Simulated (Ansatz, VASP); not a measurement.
Ca in VASP and in Ansatz

```xyz
4
Lattice="3.9516 0.0000 0.0000 -1.9758 3.4222 0.0000 0.0000 0.0000 12.9059" Properties=species:S:1:pos:R:3 pbc="T T T"
Ca    0.0000    0.0000    0.0000
Ca    0.0000    0.0000    6.4529
Ca    0.0000    2.2815    3.2265
Ca    1.9758    1.1407    9.6794
```

Alike in both runs: task relaxation of cell and atoms; functional BLYP; k mesh 9 × 9 × 3; occupations fermi-dirac, width 0.1 eV; no spin polarisation.

|  | VASP | Ansatz |
| --- | --- | --- |
| version | VASP 6.6.1 | Ansatz 0.2.0 |
| potentials or method | VASP PAW PBE potentials, release 64 (Ca_sv), cutoff 600 eV | plane waves (420 eV) with PAW, scalar-relativistic |
| valence electrons in the cell | 40 | 40 |

```csv
,VASP,Ansatz,Ansatz less VASP
relaxed volume (Å³/atom),42.81,42.72,-0.094
relaxed cell length with the largest relative difference (Å),3.924,3.919,-0.0049
```

VASP's potentials were made for PBE, not for BLYP.
